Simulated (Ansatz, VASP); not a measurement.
**Rh12Cl: VASP beside Ansatz**

The input INCAR:

```
SYSTEM = Rh12Cl
PREC = Accurate
ENCUT = 520
EDIFF = 1E-6
ISMEAR = 0
SIGMA = 0.1
LREAL = .False.
LASPH = .True.
NELM = 100
ALGO = Normal
ISIF = 2
LWAVE = .False.
LCHARG = .False.
LDIPOL = .True.
IDIPOL = 3
DIPOL = 0.5 0.5 0.302
GGA = PE
IVDW = 12
NBANDS = 106
```

KPOINTS

```
regular mesh
0
Gamma
  6 6 1
  0 0 0
```

POSCAR

```
Rh12Cl
1.0
    5.3650160462      0.0000000000      0.0000000000
   -2.6825080231      4.6462401878      0.0000000000
    0.0000000000      0.0000000000     21.6939918225
Rh Cl
12 1
Direct
    0.3333333333      0.1666666667      0.1843828482
    0.3333333333      0.6666666667      0.1843828482
    0.8333333333      0.1666666667      0.1843828482
    0.8333333333      0.6666666667      0.1843828482
    0.1666666667      0.3333333333      0.2833554855
    0.1666666667      0.8333333333      0.2833554855
    0.6666666667      0.3333333333      0.2833554855
    0.6666666667      0.8333333333      0.2833554855
    0.0000000000      0.0000000000      0.3823174587
    0.0000000000      0.5000000000      0.3823174587
    0.5000000000      0.0000000000      0.3823174587
    0.5000000000      0.5000000000      0.3823174587
    0.0000000000      0.0000000000      0.5252141660
```

Input for Ansatz:

```yaml
crystal:
  lattice:
    - [5.3650160462, 0.0, 0.0]
    - [-2.6825080231, 4.6462401878, 0.0]
    - [0.0, 0.0, 21.6939918735]
  atoms:
    - { symbol: Rh, position: [0.3333333333, 0.1666666667, 0.1843828477] }
    - { symbol: Rh, position: [0.3333333333, 0.6666666667, 0.1843828477] }
    - { symbol: Rh, position: [0.8333333333, 0.1666666667, 0.1843828477] }
    - { symbol: Rh, position: [0.8333333333, 0.6666666667, 0.1843828477] }
    - { symbol: Rh, position: [0.1666666667, 0.3333333333, 0.2833554871] }
    - { symbol: Rh, position: [0.1666666667, 0.8333333333, 0.2833554871] }
    - { symbol: Rh, position: [0.6666666667, 0.3333333333, 0.2833554871] }
    - { symbol: Rh, position: [0.6666666667, 0.8333333333, 0.2833554871] }
    - { symbol: Rh, position: [0.0, 0.0, 0.3823174601] }
    - { symbol: Rh, position: [0.0, 0.5, 0.3823174601] }
    - { symbol: Rh, position: [0.5, 0.0, 0.3823174601] }
    - { symbol: Rh, position: [0.5, 0.5, 0.3823174601] }
    - { symbol: Cl, position: [0.0, 0.0, 0.5252141671] }
basis:
  ecutwfc: 420
kpoints:
  mp_grid: { grid: [6, 6, 1] }
hamiltonian:
  xc: pbe
  pseudopotentials: { kind: paw, azcp: { folder: soft_1 } }
  dispersion: d3bj
scf:
  occupations: { method: gaussian, width: 0.1 }
output:
  forces: true
  eigenvalues: true
efield:
  axis: 3
  dipole_correction: true
  ramp_width: 0.04
```

Alike in both runs: task single point; functional PBE; dispersion D3(BJ); k mesh 6 × 6 × 1; occupations gaussian, width 0.1 eV; no spin polarisation.

```csv
,VASP,Ansatz
version,VASP 6.6.1,Ansatz 0.2.0
potentials or method,"VASP PAW PBE potentials, release 64 (Rh_pv, Cl), cutoff 520 eV","scalar-relativistic, plane waves, PAW"
valence electrons in the cell,187,211
```

|  | VASP | Ansatz | Ansatz less VASP |
| --- | --- | --- | --- |
| gap on the k mesh at the Fermi level (eV) | none | none | - |
| rms of the force components (eV/Å) | 0.392 | 0.392 | -0.0007 |

Atom by atom the forces differ by 0.001 eV/Å (rms over components). A gap of «none» marks a metal or a gap that the smearing closes. VASP's potentials hold 187 valence electrons a cell and Ansatz's 211, so a difference there can come from the potentials and not from the codes. Ansatz's warnings: vacuum density over bound.
